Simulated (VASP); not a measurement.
A run of VASP 6.6.1:

Contents of INCAR:

```
SYSTEM = NbRu
ALGO = Normal ; EDIFF = 1E-6
ENCUT = 520 ; GGA = PS
ISIF = 2 ; ISMEAR = -1
LASPH = .True. ; LCHARG = .False.
LREAL = .False. ; LWAVE = .False.
NBANDS = 20 ; NELM = 80
PREC = Accurate ; SIGMA = 0.03
```

File KPOINTS:

```
k-points
0
Gamma
  11 11 11
  0 0 0
```

POSCAR

```
NbRu
1.0
    3.2476800000      0.0000000000      0.0000000000
    0.0000000000      3.2476800000      0.0000000000
    0.0000000000      0.0000000000      3.1840000000
Nb Ru
1 1
Direct
    0.0000000000      0.0000000000      0.0000000000
    0.5000000000      0.5000000000      0.5000000000
```

Potentials or basis: VASP PAW PBE potentials, release 64 (Nb_sv, Ru_pv).

Launch:

```sh
$ cat potpaw_PBE.64/Nb_sv/POTCAR potpaw_PBE.64/Ru_pv/POTCAR > POTCAR
$ mpirun -np 1 vasp_std > vasp.out
```

Hardware: 1 thread of Intel Xeon 6975P-C, with other jobs on the host.

**Question.** How long does it take, and how much memory?

**Answer.** Wall time 51 s on 1 thread of Intel Xeon 6975P-C (shared host), peak memory 0.2 GiB. Counts: scf iterations 13, k points 126.
